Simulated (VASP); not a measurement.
Write the native input for VASP 6.6.1 that does the following.

```yaml
Task: single point
Functional: PBE
Potentials_or_basis: VASP PAW PBE potentials, release 64 (La)
Cutoff: 520 eV
k_mesh: 13 × 13 × 4
Occupations: fermi-dirac, width 0.1 eV
Spin: no spin polarisation
Dipole_correction: no
Further_INCAR_settings: ALGO = Normal; EDIFF = 1e-07; NBANDS = 30
```

The structure of La lies in POSCAR:

```
La
1.0
    3.7217094176      0.0000000000      0.0000000000
   -1.8608547088      3.2230949012      0.0000000000
    0.0000000000      0.0000000000     11.9489986540
La
4
Direct
    0.0000000000      1.0000000000      1.0000000000
    0.0000000000      1.0000000000      0.5000000000
    0.3333333333      0.6666666667      0.7500000000
    0.6666666667      0.3333333333      0.2500000000
```

The input as run:

INCAR

```
SYSTEM = La
  PREC = Accurate
  ENCUT = 520
  EDIFF = 1E-7
  ISMEAR = -1
  SIGMA = 0.1
  LREAL = .False.
  LASPH = .True.
  NELM = 60
  ALGO = Normal
  ISIF = 2
  LWAVE = .False.
  LCHARG = .False.
  GGA = PE
  NBANDS = 30
```

KPOINTS

```
regular mesh
0
Gamma
  13 13 4
  0 0 0
```

Potentials or basis: VASP PAW PBE potentials, release 64 (La).

Command:

```sh
$ cat potpaw_PBE.64/La/POTCAR > POTCAR
$ mpirun -np 1 vasp_std > vasp.out
```

Results of the run:

```
Pressure               : 1.1 GPa
Band gap on the k mesh : zero (bands 22 and 23 overlap by 1.16 eV)
```

Caveat: spin-orbit coupling is left out, which moves the levels of the heavy elements.

Run time: 3.2 min on 1 thread of Intel(R) Xeon(R) 6975P-C (Granite Rapids), with other jobs on the host, peak memory 0.38 GiB.
